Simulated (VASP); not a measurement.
# HfB4 (P6_3/mmc) in VASP: density of states with PBE+D3(BJ)

Aim: the density of states of HfB4 with PBE+D3(BJ).

All numbers are computed with VASP 6.6.1; they aren't measurements. Logs are shortened: lines on timing, memory, paths and dates and some standing lists are left out, and cuts for length are marked.

## Step 1: The cell of the first run

The structure is hexagonal, space group P6_3/mmc (No. 194). Conventional cell: a = 3.120 Å, b = 3.120 Å, c = 10.722 Å, α = 90.00°, β = 90.00°, γ = 120.00°. Within 3.1 Å of Hf (site symmetry -6m2) lie 12 B at 2.37 to 2.52 Å. Within 2.4 Å of B (site symmetry 3m) lie 3 B at 1.82 Å and 3 Hf at 2.37 Å. B (site symmetry 3m) has 4 B at 1.82 to 1.84 Å within 2.4 Å.

## Step 2: Density of states, PBE+D3(BJ)

POSCAR

```
HfB4
1.0
    3.1199212144      0.0000000000      0.0000000000
   -1.5599606072      2.7019310295      0.0000000000
    0.0000000000      0.0000000000     10.7222383444
Hf B
2 8
Direct
    0.3333333333      0.6666666667      0.7500000000
    0.6666666667      0.3333333333      0.2500000000
    0.6666666667      0.3333333333      0.6067844060
    0.0000000000      0.0000000000      0.5856286935
    0.6666666667      0.3333333333      0.8932155940
    0.0000000000      0.0000000000      0.9143713065
    0.3333333333      0.6666666667      0.1067844060
    0.0000000000      0.0000000000      0.0856286935
    0.3333333333      0.6666666667      0.3932155940
    0.0000000000      0.0000000000      0.4143713065
```

INCAR.step1

```
  ALGO = Normal
  EDIFF = 1E-6
  ENCUT = 520
  GGA = PE
  ISIF = 2
  ISMEAR = 0
  IVDW = 12
  LASPH = True
  LCHARG = True
  LMAXMIX = 4
  LREAL = False
  LWAVE = False
  NBANDS = 33
  NELM = 80
  PREC = Accurate
  SIGMA = 0.1
```

KPOINTS.step1

```
k-points
0
Gamma
  12 12 4
```

INCAR.step2

```
  ALGO = Normal
  EDIFF = 1E-6
  ENCUT = 520
  GGA = PE
  ICHARG = 11
  ISIF = 2
  ISMEAR = -5
  IVDW = 12
  LASPH = True
  LCHARG = False
  LMAXMIX = 4
  LORBIT = 11
  LREAL = False
  LWAVE = False
  NEDOS = 1001
  NELM = 80
  PREC = Accurate
  SIGMA = 0.1
```

KPOINTS.step2

```
k-points
0
Gamma
  18 18 6
```

Potentials or basis: VASP PAW PBE potentials, release 64 (Hf_pv, B).

Command:

```sh
cat potpaw_PBE.64/Hf_pv/POTCAR potpaw_PBE.64/B/POTCAR > POTCAR
cp INCAR.step1 INCAR
cp KPOINTS.step1 KPOINTS
mpirun -np 1 vasp_std > vasp.out
cp INCAR.step2 INCAR
cp KPOINTS.step2 KPOINTS
mpirun -np 1 vasp_std > vasp.out
```

OUTCAR:

```text
EDIFF = 1E-6
   ENCUT = 520
   GGA = PE
   ICHARG = 11
   ISIF = 2
   ISMEAR = -5
   IVDW = 12
   LASPH = True
   LORBIT = 11
   LREAL = False
   NELM = 80
   PREC = Accurate
 IVDW          = 12

 ion  position               nearest neighbor table
   1  0.333  0.667  0.750-   3 2.37   5 2.37   3 2.37   5 2.37   3 2.37   5 2.37   4 2.52   6 2.52
                             4 2.52   6 2.52   4 2.52   6 2.52
   2  0.667  0.333  0.250-   7 2.37   9 2.37   7 2.37   9 2.37   7 2.37   9 2.37   8 2.52  10 2.52
                             8 2.52  10 2.52   8 2.52  10 2.52
   3  0.667  0.333  0.607-   4 1.82   4 1.82   4 1.82   1 2.37   1 2.37   1 2.37
   4  0.000  0.000  0.586-   3 1.82   3 1.82   3 1.82  10 1.84   1 2.52   1 2.52   1 2.52
   5  0.667  0.333  0.893-   6 1.82   6 1.82   6 1.82   1 2.37   1 2.37   1 2.37
   6  0.000  0.000  0.914-   5 1.82   5 1.82   5 1.82   8 1.84   1 2.52   1 2.52   1 2.52
   7  0.333  0.667  0.107-   8 1.82   8 1.82   8 1.82   2 2.37   2 2.37   2 2.37
   8  0.000  0.000  0.086-   7 1.82   7 1.82   7 1.82   6 1.84   2 2.52   2 2.52   2 2.52
   9  0.333  0.667  0.393-  10 1.82  10 1.82  10 1.82   2 2.37   2 2.37   2 2.37
  10  0.000  0.000  0.414-   9 1.82   9 1.82   9 1.82   4 1.84   2 2.52   2 2.52   2 2.52

  LATTYP: Found a hexagonal cell.
 ALAT       =     3.1199212144
 C/A-ratio  =     3.4367016369

  Lattice vectors:

 A1 = (   3.1199212144,   0.0000000000,   0.0000000000)
 A2 = (  -1.5599606072,   2.7019310295,   0.0000000000)
 A3 = (   0.0000000000,   0.0000000000,  10.7222383444)

Analysis of symmetry for initial positions (statically):
=====================================================================
 Subroutine PRICEL returns:
 Original cell was already a primitive cell.

 Routine SETGRP: Setting up the symmetry group for a
 hexagonal supercell.

 Subroutine GETGRP returns: Found 24 space group operations
 (whereof 12 operations were pure point group operations)
 out of a pool of 24 trial point group operations.

The static configuration has the point symmetry D_3d.
 The point group associated with its full space group is D_6h.

Analysis of symmetry for dynamics (positions and initial velocities):
=====================================================================
 Subroutine PRICEL returns:
 Original cell was already a primitive cell.

 Routine SETGRP: Setting up the symmetry group for a
 hexagonal supercell.

 Subroutine GETGRP returns: Found 24 space group operations
 (whereof 12 operations were pure point group operations)
 out of a pool of 24 trial point group operations.

The dynamic configuration has the point symmetry D_3d.
 The point group associated with its full space group is D_6h.

 Subroutine INISYM returns: Found 24 space group operations
 (whereof 12 operations are pure point group operations),
 and found     1 'primitive' translations

----------------------------------------------------------------------------------------

                                     Primitive cell

  volume of cell :      90.3865

  direct lattice vectors                    reciprocal lattice vectors
     3.119921214  0.000000000  0.000000000     0.320520914  0.185052836  0.000000000
    -1.559960607  2.701931029  0.000000000     0.000000000  0.370105672  0.000000000
     0.000000000  0.000000000 10.722238344     0.000000000  0.000000000  0.093264108

  length of vectors
     3.119921214  3.119921214 10.722238344     0.370105672  0.370105672  0.093264108

  position of ions in fractional coordinates (direct lattice)
     0.333333333  0.666666667  0.750000000
     0.666666667  0.333333333  0.250000000
     0.666666667  0.333333333  0.606784406
     0.000000000  0.000000000  0.585628693
     0.666666667  0.333333333  0.893215594
     0.000000000  0.000000000  0.914371307
     0.333333333  0.666666667  0.106784406
     0.000000000  0.000000000  0.085628693
     0.333333333  0.666666667  0.393215594
     0.000000000  0.000000000  0.414371307

  ion indices of the primitive-cell ions
   primitive index   ion index
                 1           1
                 2           2
                 3           3
                 4           4
                 5           5
                 6           6
                 7           7
                 8           8
[... 27 lines left out ...]
 ===========================================

 Found    148 irreducible k-points:

 Following reciprocal coordinates:
            Coordinates               Weight
  0.000000  0.000000  0.000000      1.000000
  0.055556  0.000000  0.000000      6.000000
  0.111111  0.000000  0.000000      6.000000
  0.166667 -0.000000  0.000000      6.000000
  0.222222  0.000000  0.000000      6.000000
  0.277778  0.000000  0.000000      6.000000
[... 16 lines left out ...]
  0.333333  0.111111  0.000000     12.000000
  0.388889  0.111111  0.000000     12.000000
 [... further k-points ...]
   k-points           NKPTS =    148   k-points in BZ     NKDIM =    148   number of bands    NBANDS=     28
   number of dos      NEDOS =   1001   number of ions     NIONS =     10
   total plane-waves  NPLWV =  46080
   dimension x,y,z NGX =    24 NGY =   24 NGZ =   80
   dimension x,y,z NGXF=    48 NGYF=   48 NGZF=  160
   ions per type =               2   8
   NGX,Y,Z   is equivalent  to a cutoff of  12.79, 12.79, 12.40 a.u.
   NGXF,Y,Z  is equivalent  to a cutoff of  25.58, 25.58, 24.81 a.u.
 SYSTEM =  unknown system
   PREC   = accura    normal or accurate (medium, high low for compatibility)
   ISTART =      0    job   : 0-new  1-cont  2-samecut
   ICHARG =     11    charge: 1-file 2-atom 10-const
   ISPIN  =      1    spin polarized calculation?
   LNONCOLLINEAR =      F non collinear calculations
   LSORBIT =      F    spin-orbit coupling
   LASPH  =      T    aspherical Exc in radial PAW
   ENCUT  =  520.0 eV  38.22 Ry    6.18 a.u.   5.80  5.80 19.94*2*pi/ulx,y,z
   NELM   =     80;   NELMIN=  2; NELMDL=  0     # of ELM steps
   EDIFF  = 0.1E-05   stopping-criterion for ELM
   LREAL  =      F    real-space projection
   EDIFFG = 0.1E-04   stopping-criterion for IOM
   NSW    =      0    number of steps for IOM
   IBRION =     -1    ionic relax: 0-MD 1-quasi-New 2-CG
   NFREE  =      0    steps in history (QN), initial steepest desc. (CG)
   ISIF   =      2    stress and relaxation
   ISYM   =      2    0-nonsym 1-usesym 2-fastsym
   POTIM  = 0.5000    time-step for ionic-motion
   TEBEG  =    0.0;   TEEND  =   0.0 temperature during run
   PSTRESS=    0.0 pullay stress
   NELECT =      44.0000    total number of electrons
   NUPDOWN=      -1.0000    fix difference up-down
   EMIN   =  10.00;   EMAX   =-10.00  energy-range for DOS
   EFERMI =   0.00;   METHOD = LEGACY
   ISMEAR =    -5;   SIGMA  =   0.10  broadening in eV -4-tet -1-fermi 0-gaus
   EFERMI_NEDOS =   21; number of points for ismear=-14 and -15
   IALGO  =     38    algorithm
   IMIX   =      4    mixing-type and parameters
     AMIX     =   0.40;   BMIX     =  1.00
     AMIX_MAG =   1.60;   BMIX_MAG =  1.00
  volume/ion in A,a.u.               =       9.04        61.00
  Fermi-wavevector in a.u.,A,eV,Ry     =   1.287828  2.433642 22.565284  1.658502
  Thomas-Fermi vector in A             =   2.419819
   LORBIT       =     11    0 simple, 1 ext, 2 COOP (PROOUT), +10 PAW based schemes
   GGA     = PE    functional components
   LHFCALC =     F    Hartree Fock is set to
   AEXX    =    0.0000 exact exchange contribution
   IVDW    =    12    specifies the selected vdW correction
   LEPSILON=     F    determine dielectric tensor
   LRPA    =     F    only Hartree local field effects (RPA)
 non-spin polarized calculation
 Fermi weights with tetrahedron method with Bloechl corrections
  energy-cutoff  :      520.00
  volume of cell :       90.39
 maximum number of plane-waves:      2453
 NGX is ok and might be reduce to    24

 number of electron      43.9999999 magnetization

 Free energy of the ion-electron system (eV)
  ---------------------------------------------------
  ext. energy  EPLUGINS =         0.00000000
  ---------------------------------------------------
  free energy    TOTEN  =       -75.73889120 eV

  energy without entropy =      -75.73889120  energy(sigma->0) =      -75.73889120

 E-fermi :   6.7072     XC(G=0): -12.1977

 val. band max:        6.7902496475   @ k =   0.0000   0.0000   0.0000
 cond. band min:       6.7015505026   @ k =   0.3333   0.3333   0.5000
 fundamental gap:     -0.0886991449
 Fermi energy:         6.7072497315

 k-point     1 :       0.0000    0.0000    0.0000
  band No.  band energies     occupation
      1     -23.6857      2.00000
      2     -23.6825      2.00000
      3     -23.1002      2.00000
      4     -23.1001      2.00000
      5     -23.1001      2.00000
      6     -23.1001      2.00000
[... 733 lines left out ...]
     27      11.5887      0.00000
     28      11.8078      0.00000

 [... further k-points ...]

------------------------ aborting loop because EDIFF is reached ----------------------------------------

 Edisp (eV)   -2.96338

 E8    (eV) :    -1.2353

  FORCE on cell =-STRESS in cart. coord.  units (eV):
  Direction    XX          YY          ZZ          XY          YZ          ZX
  --------------------------------------------------------------------------------------
  -------------------------------------------------------------------------------------
  Total       0.02435     0.02435    -0.14528     0.00000    -0.00000     0.00000
  in kB       0.43158     0.43158    -2.57526     0.00000    -0.00000     0.00000
  external pressure =       -0.57 kB  Pullay stress =        0.00 kB

 VOLUME and BASIS-vectors are now :
 -----------------------------------------------------------------------------
  energy-cutoff  :      520.00
  volume of cell :       90.39
      direct lattice vectors                 reciprocal lattice vectors
     3.119921214  0.000000000  0.000000000     0.320520914  0.185052836  0.000000000
    -1.559960607  2.701931029  0.000000000     0.000000000  0.370105672  0.000000000
     0.000000000  0.000000000 10.722238344     0.000000000  0.000000000  0.093264108

 POSITION                                       TOTAL-FORCE (eV/Angst)
 -----------------------------------------------------------------------------------
     -0.00000      1.80129      8.04168         0.000000      0.000000      0.000000
      1.55996      0.90064      2.68056        -0.000000      0.000000      0.000000
      1.55996      0.90064      6.50609        -0.000000      0.000000     -0.004932
      0.00000      0.00000      6.27925        -0.000000      0.000000      0.007211
      1.55996      0.90064      9.57727        -0.000000      0.000000      0.004932
      0.00000      0.00000      9.80411        -0.000000      0.000000     -0.007211
     -0.00000      1.80129      1.14497        -0.000000      0.000000     -0.004932
      0.00000      0.00000      0.91813        -0.000000     -0.000000      0.007211
     -0.00000      1.80129      4.21615        -0.000000     -0.000000      0.004932
      0.00000      0.00000      4.44299        -0.000000     -0.000000     -0.007211
 -----------------------------------------------------------------------------------
    total drift:                                0.000000     -0.000000      0.000000

  FREE ENERGIE OF THE ION-ELECTRON SYSTEM (eV)
  ---------------------------------------------------
  free  energy   TOTEN  =       -78.7022711263 eV

  energy  without entropy=      -78.7022711263  energy(sigma->0) =      -78.70227113

 total charge

# of ion       s       p       d       tot
------------------------------------------
    1        0.332   6.665   1.918   8.914
    2        0.332   6.665   1.918   8.914
    3        0.713   1.174   0.000   1.887
    4        0.659   1.267   0.000   1.926
    5        0.713   1.174   0.000   1.887
    6        0.659   1.267   0.000   1.926
    7        0.713   1.174   0.000   1.887
    8        0.659   1.267   0.000   1.926
    9        0.713   1.174   0.000   1.887
   10        0.659   1.267   0.000   1.926
--------------------------------------------------
tot          6.150  23.094   3.836  33.080
```

Wall time 3.4 min (1 thread of AMD EPYC 9R45 (Zen 5), shared host); peak memory 0.4 GiB.

What came out:

```yaml
Valence_electrons_inside_the_program's_atomic_spheres: Hf 8.91; B 1.89, 1.93
Dispersion_energy_per_atom: -0.296 eV
```

Levels at points of the mesh, in eV from the Fermi level:
| k point | band 20 | band 21 | band 22 | band 23 | band 24 | band 25 |
| --- | --- | --- | --- | --- | --- | --- |
| (0.00, 0.00, 0.00) | 0.08 | 0.08 | 0.13 | 1.73 | 1.73 | 2.00 |
| (0.50, 0.00, 0.00) | -2.96 | -2.02 | -1.48 | -0.16 | 0.99 | 1.92 |
| (0.00, 0.00, 0.50) | -0.29 | -0.29 | -0.29 | 1.70 | 1.70 | 1.70 |
| (0.50, 0.00, 0.50) | -2.45 | -2.08 | -2.08 | 0.47 | 0.47 | 2.34 |

Caveat: spin-orbit coupling is left out, which moves the levels of the heavy elements; pairwise dispersion overbinds metals, which lowers pressure and volume; tetrahedron occupations give inexact forces and stress in metals.
